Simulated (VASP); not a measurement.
# AlN (P6_3mc) in VASP: a series of runs

Runs on AlN. Level: LDA. Tasks: single point.

All numbers are computed with VASP 6.6.1; they aren't measurements. Logs are shortened: lines on timing, memory, paths and dates and some standing lists are left out, and cuts for length are marked.

### 1 The cell of the first run

It takes space group P6_3mc (No. 186, hexagonal). Conventional cell: a = 3.113 Å, b = 3.113 Å, c = 4.981 Å, α = 90.00°, β = 90.00°, γ = 120.00°. Al (site symmetry 3m) has 4 N at 1.89 Å within 2.5 Å. Within 2.5 Å of N (site symmetry 3m) lie 4 Al at 1.89 Å.

### 2 Single point, LDA

The input, INCAR:

```
SYSTEM = AlN
ALGO = Normal
EDIFF = 1E-7
ENCUT = 520
ISIF = 2
ISMEAR = 0
LASPH = .True.
LCHARG = .True.
LELF = .True.
LREAL = .False.
LVHAR = .True.
LWAVE = .False.
NBANDS = 16
NELM = 60
PREC = Accurate
SIGMA = 0.01
```

The input, KPOINTS:

```
k-points
0
Gamma
  6 6 4
  0 0 0
```

The input, POSCAR:

```
AlN
1.0
    3.1130000000      0.0000000000      0.0000000000
   -1.5565000000      2.6959370000      0.0000000000
    0.0000000000      0.0000000000      4.9810000000
Al N
2 2
Direct
    0.3333330000      0.6666670000      0.0000000000
    0.6666670000      0.3333330000      0.5000000000
    0.3333330000      0.6666670000      0.3800000000
    0.6666670000      0.3333330000      0.8800000000
```

Potentials or basis: VASP PAW LDA potentials, release 64 (Al, N).

The run is started by

```
$ cat potpaw_LDA.64/Al/POTCAR potpaw_LDA.64/N/POTCAR > POTCAR
$ mpirun -np 1 vasp_std > vasp.out
```

OUTCAR:

```text
SYSTEM = AlN
   EDIFF = 1E-7
   ENCUT = 520
   ISIF = 2
   ISMEAR = 0
   LASPH = .True.
   LREAL = .False.
   NELM = 60
   PREC = Accurate

 ion  position               nearest neighbor table
   1  0.333  0.667  0.000-   3 1.89   4 1.89   4 1.89   4 1.89   2 3.07   2 3.07   2 3.07   2 3.07
                             2 3.07   2 3.07
   2  0.667  0.333  0.500-   4 1.89   3 1.89   3 1.89   3 1.89   1 3.07   1 3.07   1 3.07   1 3.07
                             1 3.07   1 3.07
   3  0.333  0.667  0.380-   1 1.89   2 1.89   2 1.89   2 1.89
   4  0.667  0.333  0.880-   2 1.89   1 1.89   1 1.89   1 1.89

  LATTYP: Found a hexagonal cell.
 ALAT       =     3.1130000000
 C/A-ratio  =     1.6000642467

  Lattice vectors:

 A1 = (   3.1130000000,   0.0000000000,   0.0000000000)
 A2 = (  -1.5565000000,   2.6959370000,   0.0000000000)
 A3 = (   0.0000000000,   0.0000000000,   4.9810000000)

Analysis of symmetry for initial positions (statically):
=====================================================================
 Subroutine PRICEL returns:
 Original cell was already a primitive cell.

 Routine SETGRP: Setting up the symmetry group for a
 hexagonal supercell.

 Subroutine GETGRP returns: Found 12 space group operations
 (whereof  6 operations were pure point group operations)
 out of a pool of 24 trial point group operations.

The static configuration has the point symmetry C_3v.
 The point group associated with its full space group is C_6v.

Analysis of symmetry for dynamics (positions and initial velocities):
=====================================================================
 Subroutine PRICEL returns:
 Original cell was already a primitive cell.

 Routine SETGRP: Setting up the symmetry group for a
 hexagonal supercell.

 Subroutine GETGRP returns: Found 12 space group operations
 (whereof  6 operations were pure point group operations)
 out of a pool of 24 trial point group operations.

The dynamic configuration has the point symmetry C_3v.
 The point group associated with its full space group is C_6v.

 Subroutine INISYM returns: Found 12 space group operations
 (whereof  6 operations are pure point group operations),
 and found     1 'primitive' translations

----------------------------------------------------------------------------------------

                                     Primitive cell

  volume of cell :      41.8028

  direct lattice vectors                    reciprocal lattice vectors
     3.113000000  0.000000000  0.000000000     0.321233537  0.185464275  0.000000000
    -1.556500000  2.695937000  0.000000000     0.000000000  0.370928549  0.000000000
     0.000000000  0.000000000  4.981000000     0.000000000  0.000000000  0.200762899

  length of vectors
     3.113000000  3.112999929  4.981000000     0.370928541  0.370928549  0.200762899

  position of ions in fractional coordinates (direct lattice)
     0.333333000  0.666667000  0.000000000
     0.666667000  0.333333000  0.500000000
     0.333333000  0.666667000  0.380000000
     0.666667000  0.333333000  0.880000000

  ion indices of the primitive-cell ions
   primitive index   ion index
                 1           1
                 2           2
                 3           3
                 4           4

----------------------------------------------------------------------------------------

 KPOINTS: k-points

Automatic generation of k-mesh.
 Grid dimensions read from file:
 generate k-points for:    6    6    4

 Generating k-lattice:

  Cartesian coordinates                     Fractional coordinates (reciprocal lattice)
     0.053538923  0.030910712  0.000000000     0.166666667  0.000000000  0.000000000
     0.000000000  0.061821425  0.000000000     0.000000000  0.166666667  0.000000000
     0.000000000  0.000000000  0.050190725     0.000000000  0.000000000  0.250000000

  Length of vectors
     0.061821423  0.061821425  0.050190725

  Shift w.r.t. Gamma in fractional coordinates (k-lattice)
     0.000000000  0.000000000  0.000000000

 Subroutine IBZKPT returns following result:
 ===========================================

 Found     21 irreducible k-points:

 Following reciprocal coordinates:
            Coordinates               Weight
  0.000000  0.000000  0.000000      1.000000
  0.166667 -0.000000  0.000000      6.000000
  0.333333 -0.000000  0.000000      6.000000
  0.500000  0.000000  0.000000      3.000000
  0.166667  0.166667  0.000000      6.000000
  0.333333  0.166667  0.000000     12.000000
[... 13 lines left out ...]
  0.333333  0.166667  0.500000     12.000000
  0.333333  0.333333  0.500000      2.000000
   k-points           NKPTS =     21   k-points in BZ     NKDIM =     21   number of bands    NBANDS=     16
   number of dos      NEDOS =    301   number of ions     NIONS =      4
   total plane-waves  NPLWV =  23040
   dimension x,y,z NGX =    24 NGY =   24 NGZ =   40
   dimension x,y,z NGXF=    48 NGYF=   48 NGZF=   80
   ions per type =               2   2
   NGX,Y,Z   is equivalent  to a cutoff of  12.82, 12.82, 13.35 a.u.
   NGXF,Y,Z  is equivalent  to a cutoff of  25.63, 25.63, 26.70 a.u.
 SYSTEM =  AlN
   PREC   = accura    normal or accurate (medium, high low for compatibility)
   ISTART =      0    job   : 0-new  1-cont  2-samecut
   ICHARG =      2    charge: 1-file 2-atom 10-const
   ISPIN  =      1    spin polarized calculation?
   LNONCOLLINEAR =      F non collinear calculations
   LSORBIT =      F    spin-orbit coupling
   LASPH  =      T    aspherical Exc in radial PAW
   ENCUT  =  520.0 eV  38.22 Ry    6.18 a.u.   5.79  5.79  9.26*2*pi/ulx,y,z
   NELM   =     60;   NELMIN=  2; NELMDL= -5     # of ELM steps
   EDIFF  = 0.1E-06   stopping-criterion for ELM
   LREAL  =      F    real-space projection
   EDIFFG = 0.1E-05   stopping-criterion for IOM
   NSW    =      0    number of steps for IOM
   IBRION =     -1    ionic relax: 0-MD 1-quasi-New 2-CG
   NFREE  =      0    steps in history (QN), initial steepest desc. (CG)
   ISIF   =      2    stress and relaxation
   ISYM   =      2    0-nonsym 1-usesym 2-fastsym
   POTIM  = 0.5000    time-step for ionic-motion
   TEBEG  =    0.0;   TEEND  =   0.0 temperature during run
   PSTRESS=    0.0 pullay stress
   NELECT =      16.0000    total number of electrons
   NUPDOWN=      -1.0000    fix difference up-down
   EMIN   =  10.00;   EMAX   =-10.00  energy-range for DOS
   EFERMI =   0.00;   METHOD = LEGACY
   ISMEAR =     0;   SIGMA  =   0.01  broadening in eV -4-tet -1-fermi 0-gaus
   EFERMI_NEDOS =   21; number of points for ismear=-14 and -15
   IALGO  =     38    algorithm
   IMIX   =      4    mixing-type and parameters
     AMIX     =   0.40;   BMIX     =  1.00
     AMIX_MAG =   1.60;   BMIX_MAG =  1.00
  volume/ion in A,a.u.               =      10.45        70.52
  Fermi-wavevector in a.u.,A,eV,Ry     =   1.188629  2.246183 19.222843  1.412839
  Thomas-Fermi vector in A             =   2.324754
   LORBIT       =      0    0 simple, 1 ext, 2 COOP (PROOUT), +10 PAW based schemes
   GGA     = CA    functional components
   LHFCALC =     F    Hartree Fock is set to
   AEXX    =    0.0000 exact exchange contribution
   IVDW    =     0    specifies the selected vdW correction
   LEPSILON=     F    determine dielectric tensor
   LRPA    =     F    only Hartree local field effects (RPA)
 non-spin polarized calculation
 Gauss-broadening in eV      SIGMA  =   0.01
  energy-cutoff  :      520.00
  volume of cell :       41.80
 maximum number of plane-waves:      1152
 NGX is ok and might be reduce to    24
   NGX = 11   NGY = 11   NGZ = 19

 number of electron      16.0000000 magnetization

 Free energy of the ion-electron system (eV)
  ---------------------------------------------------
  ext. energy  EPLUGINS =         0.00000000
  ---------------------------------------------------
  free energy    TOTEN  =       -32.82832522 eV

  energy without entropy =      -32.82832522  energy(sigma->0) =      -32.82832522

 E-fermi :   5.9087     XC(G=0): -11.2415

 val. band max:        5.8580589829   @ k =   0.0000   0.0000   0.0000
 cond. band min:      10.1034747812   @ k =   0.0000   0.0000   0.0000
 fundamental gap:      4.2454157983
 Fermi energy:         5.9087282272

 k-point     1 :       0.0000    0.0000    0.0000
  band No.  band energies     occupation
      1      -9.1418      2.00000
      2      -6.9193      2.00000
      3      -0.1695      2.00000
      4       5.0226      2.00000
      5       5.0226      2.00000
      6       5.6795      2.00000
[... 8 lines left out ...]
     15      18.8046      0.00000
     16      18.8047      0.00000

 k-point     2 :       0.1667   -0.0000    0.0000
  band No.  band energies     occupation
      1      -8.7879      2.00000
      2      -6.7257      2.00000
      3       0.2477      2.00000
      4       3.5897      2.00000
      5       4.3946      2.00000
      6       4.6246      2.00000
[... 8 lines left out ...]
     15      18.0704      0.00000
     16      18.4858      0.00000

 k-point     3 :       0.3333   -0.0000    0.0000
  band No.  band energies     occupation
      1      -7.8684      2.00000
      2      -6.3811      2.00000
      3       1.3411      2.00000
      4       1.4100      2.00000
      5       2.5550      2.00000
      6       4.0283      2.00000
[... 8 lines left out ...]
     15      17.7937      0.00000
     16      20.0495      0.00000

 k-point     4 :       0.5000    0.0000    0.0000
  band No.  band energies     occupation
      1      -7.1136      2.00000
      2      -6.3930      2.00000
      3       0.3942      2.00000
      4       1.6944      2.00000
      5       2.4947      2.00000
      6       3.7803      2.00000
[... 8 lines left out ...]
     15      18.5475      0.00000
     16      20.7868      0.00000

 k-point     5 :       0.1667    0.1667    0.0000
  band No.  band energies     occupation
      1      -8.1448      2.00000
      2      -6.4488      2.00000
      3       1.0350      2.00000
      4       2.4740      2.00000
      5       2.4986      2.00000
      6       4.1781      2.00000
[... 8 lines left out ...]
     15      18.2286      0.00000
     16      19.7104      0.00000

 k-point     6 :       0.3333    0.1667    0.0000
  band No.  band energies     occupation
      1      -7.1935      2.00000
      2      -6.3238      2.00000
      3       0.8896      2.00000
      4       1.9329      2.00000
      5       2.3484      2.00000
      6       3.0707      2.00000
[... 8 lines left out ...]
     15      18.1901      0.00000
     16      20.3888      0.00000
[... 210 lines left out ...]
 k-point    18 :       0.5000    0.0000    0.5000
  band No.  band energies     occupation
      1      -6.7245      2.00000
      2      -6.7245      2.00000
      3       0.2322      2.00000
      4       0.2322      2.00000
      5       4.4100      2.00000
      6       4.4100      2.00000
[... 8 lines left out ...]
     15      18.9318      0.00000
     16      18.9318      0.00000

 k-point    19 :       0.1667    0.1667    0.5000
  band No.  band energies     occupation
      1      -7.3980      2.00000
      2      -7.3980      2.00000
      3       1.6558      2.00000
      4       1.6558      2.00000
      5       4.0330      2.00000
      6       4.0330      2.00000
[... 8 lines left out ...]
     15      18.6266      0.00000
     16      18.6266      0.00000

 k-point    20 :       0.3333    0.1667    0.5000
  band No.  band energies     occupation
      1      -6.7468      2.00000
      2      -6.7468      2.00000
      3       0.6849      2.00000
      4       0.6849      2.00000
      5       3.2310      2.00000
      6       3.2310      2.00000
[... 8 lines left out ...]
     15      19.1498      0.00000
     16      19.1498      0.00000

 k-point    21 :       0.3333    0.3333    0.5000
  band No.  band energies     occupation
      1      -6.5098      2.00000
      2      -6.5098      2.00000
      3       0.9982      2.00000
      4       0.9982      2.00000
      5       1.9840      2.00000
      6       1.9840      2.00000
[... 8 lines left out ...]
     15      19.5467      0.00000
     16      19.5467      0.00000

------------------------ aborting loop because EDIFF is reached ----------------------------------------

  FORCE on cell =-STRESS in cart. coord.  units (eV):
  Direction    XX          YY          ZZ          XY          YZ          ZX
  --------------------------------------------------------------------------------------
  -------------------------------------------------------------------------------------
  Total       -1.2141589     -1.2141589     -0.7756801      0.0000000      0.0000000      0.0000000
  in kB      -46.5351080    -46.5351052    -29.7295158      0.0000000      0.0000000      0.0000000
  external PRESSURE =     -40.9332430 kB  Pullay stress =       0.0000000 kB

 VOLUME and BASIS-vectors are now :
 -----------------------------------------------------------------------------
  energy-cutoff  :      520.00
  volume of cell :       41.80
      direct lattice vectors                 reciprocal lattice vectors
     3.113000000  0.000000000  0.000000000     0.321233537  0.185464275  0.000000000
    -1.556500000  2.695937000  0.000000000     0.000000000  0.370928549  0.000000000
     0.000000000  0.000000000  4.981000000     0.000000000  0.000000000  0.200762899

 POSITION                                       TOTAL-FORCE (eV/Angst)
 -----------------------------------------------------------------------------------
     -0.00000      1.79729      0.00000        -0.000000     -0.000000     -0.120490
      1.55650      0.89864      2.49050        -0.000000      0.000000     -0.120490
     -0.00000      1.79729      1.89278        -0.000000      0.000000      0.120490
      1.55650      0.89864      4.38328         0.000000      0.000000      0.120490
 -----------------------------------------------------------------------------------
    total drift:                               -0.000854      0.000493      0.000433

  FREE ENERGIE OF THE ION-ELECTRON SYSTEM (eV)
  ---------------------------------------------------
  free  energy   TOTEN  =       -32.8283252195 eV

  energy  without entropy=      -32.8283252195  energy(sigma->0) =      -32.82832522
```

Wall time 19 s (1 thread of AMD EPYC 7R43 (Zen 3), shared host); peak memory 0.1 GiB.

What came out:

```yaml
Free_energy: -32.8283 eV
Pressure: -4.1 GPa
Largest_force: 0.120 eV/Å
Band_gap_on_the_k_mesh: 4.25 eV, direct
```

Forces in eV/Å, atoms in the order of the input:
```
Al   0.000  0.000 -0.120
Al   0.000  0.000 -0.120
N    0.000  0.000  0.120
N    0.000  0.000  0.120
```

### 3 Single point, LDA

The input, INCAR:

```
SYSTEM = AlN
PREC = Accurate ; ENCUT = 600
EDIFF = 1E-6 ; ISMEAR = 0
SIGMA = 0.01 ; LREAL = .FALSE.
LASPH = .TRUE. ; NELM = 120
ALGO = Normal ; ISIF = 2
LWAVE = .FALSE. ; LCHARG = .FALSE.
GGA = CA ; NBANDS = 16
GGA_COMPAT = .FALSE.
```

The input, KPOINTS:

```
Automatic mesh
0
G
  6 6 4
  0 0 0
```

POSCAR is that of step 2.

Potentials or basis: VASP PAW LDA potentials, release 64 (Al, N).

The run is started by

```
$ cat potpaw_LDA.64/Al/POTCAR potpaw_LDA.64/N/POTCAR > POTCAR
$ mpirun -np 1 vasp_std > vasp.out
```

It took 16 s on 1 thread of AMD EPYC 9R45 (Zen 5), shared host; peak memory 0.12 GiB.

It converged, with:

* Free energy: -32.8295 eV
* Pressure: -4.2 GPa
* Largest force: 0.121 eV/Å
* Band gap on the k mesh: 4.25 eV, direct

Forces on the atoms (eV/Å):
```
Al   0.000  0.000 -0.121
Al   0.000  0.000 -0.121
N    0.000  0.000  0.121
N    0.000  0.000  0.121
```

Stress tensor (GPa, compression positive):
```
-4.77  0.00  0.00
 0.00 -4.77  0.00
 0.00  0.00 -3.09
```

Levels at points of the mesh, in eV from the valence-band top:
```tsv
k point	band 4	band 5	band 6	band 7	band 8	band 9	band 10	band 11	band 12	band 13
(0.00, 0.00, 0.00)	-0.84	-0.84	-0.18	-0.18	0.00	4.25	6.55	10.48	10.96	10.96
(0.50, 0.00, 0.00)	-4.16	-3.36	-2.08	-1.80	-0.66	5.67	5.69	8.10	10.16	10.73
(0.00, 0.00, 0.50)	-3.32	-0.52	-0.52	-0.52	-0.52	6.42	6.42	10.16	10.16	11.28
(0.50, 0.00, 0.50)	-5.63	-1.45	-1.45	-1.36	-1.36	5.21	5.21	9.11	9.11	11.68
```

Expect the measured gap to be larger: semilocal functionals such as LDA lack the derivative discontinuity.
